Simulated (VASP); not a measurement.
Wanted: the native input for a VASP 6.6.1 run.

```
Task                   : relaxation of shape and atoms at fixed volume
Functional             : revPBE
Potentials or basis    : VASP PAW PBE potentials, release 64 (Si, Mo_sv)
Cutoff                 : 600 eV
k mesh                 : 10 × 10 × 10
Occupations            : gaussian, width 0.05 eV
Spin                   : no spin polarisation
Dipole correction      : no
Further INCAR settings : ALGO = Normal; EDIFF = 1e-06; IBRION = 2; EDIFFG = -0.01; NSW = 60; ISIF = 4
```

The structure of Si2Mo lies in POSCAR:

```
Si2Mo
1.0
   -1.6031893378      1.6031893378      3.9204166980
    1.6031893378     -1.6031893378      3.9204166980
    1.6031893378      1.6031893378     -3.9204166980
Si Mo
2 1
Direct
    0.3352963651      0.3352963651      0.0000000000
    0.6647036349      0.6647036349      0.0000000000
    0.0000000000      0.0000000000      0.0000000000
```

These files were run (other wordings do the same):

INCAR

```
SYSTEM = Si2Mo
  PREC = Accurate
  ENCUT = 600
  EDIFF = 1E-6
  ISMEAR = 0
  SIGMA = 0.05
  LREAL = .FALSE.
  LASPH = .TRUE.
  NELM = 80
  ALGO = Normal
  ISIF = 4
  LWAVE = .FALSE.
  LCHARG = .FALSE.
  GGA = RE
  IBRION = 2
  NSW = 60
  EDIFFG = -0.01
```

KPOINTS

```
Automatic mesh
0
G
  10 10 10
  0 0 0
```

Potentials or basis: VASP PAW PBE potentials, release 64 (Si, Mo_sv).

The run is started by

```sh
$ cat potpaw_PBE.64/Si/POTCAR potpaw_PBE.64/Mo_sv/POTCAR > POTCAR
$ mpirun -np 1 vasp_std > vasp.out
```

It gave:

```
Energy gained by relaxing : 0.1 meV/atom
Ionic steps               : 4
Pressure after relaxing   : 4.1 GPa
Band gap on the k mesh    : zero (bands 11 and 12 overlap by 0.94 eV)
```

Caveat: the PAW data sets were made with another functional, which shifts forces and pressure a little.

Wall time 2.5 min on 1 thread of Intel(R) Xeon(R) Platinum 8259CL CPU @ 2.50GHz (Skylake/Cascade Lake) (shared host), peak memory 0.25 GiB.
